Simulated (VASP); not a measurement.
HfHS2, 4 atoms in the cell. Symmetry: P-3m1, No. 164, trigonal system. Conventional cell: a = 3.655 Å, b = 3.655 Å, c = 5.198 Å, α = 90.00°, β = 90.00°, γ = 120.00°. Within 3.4 Å of Hf (site symmetry -3m) lie 6 S at 2.54 Å and 2 H at 2.60 Å. Within 3.2 Å of S (site symmetry 3m) lie 3 H at 2.42 Å and 3 Hf at 2.54 Å and 3 S at 3.16 Å. H (site symmetry -3m) has 6 S at 2.42 Å and 2 Hf at 2.60 Å within 3.2 Å. 

```yaml
Program: VASP 6.6.1
Task: single point
Functional: PBE
Dispersion: D3(BJ)
Potentials_or_basis: VASP PAW PBE potentials, release 64 (Hf_pv, S, H)
Cutoff: 500 eV
k_mesh: 12 × 12 × 8
Occupations: gaussian, width 0.1 eV
Spin: no spin polarisation
Dipole_correction: no
Further_INCAR_settings: ALGO = Normal; EDIFF = 1e-06; NBANDS = 20
```

Potentials or basis: VASP PAW PBE potentials, release 64 (Hf_pv, S, H).

The run is started by

```bash
$ cat potpaw_PBE.64/Hf_pv/POTCAR potpaw_PBE.64/S/POTCAR potpaw_PBE.64/H/POTCAR > POTCAR
$ mpirun -np 1 vasp_std > vasp.out
```

Hardware: 1 thread of Oxide Virtual Turin-like Processor, with other jobs on the host.

**Question.** Estimate the wall time of this run.

**Answer.** Wall time 3.9 min on 1 thread of Oxide Virtual Turin-like Processor, on a shared host, peak memory 0.27 GiB. Counts: scf iterations 13, k points 131.
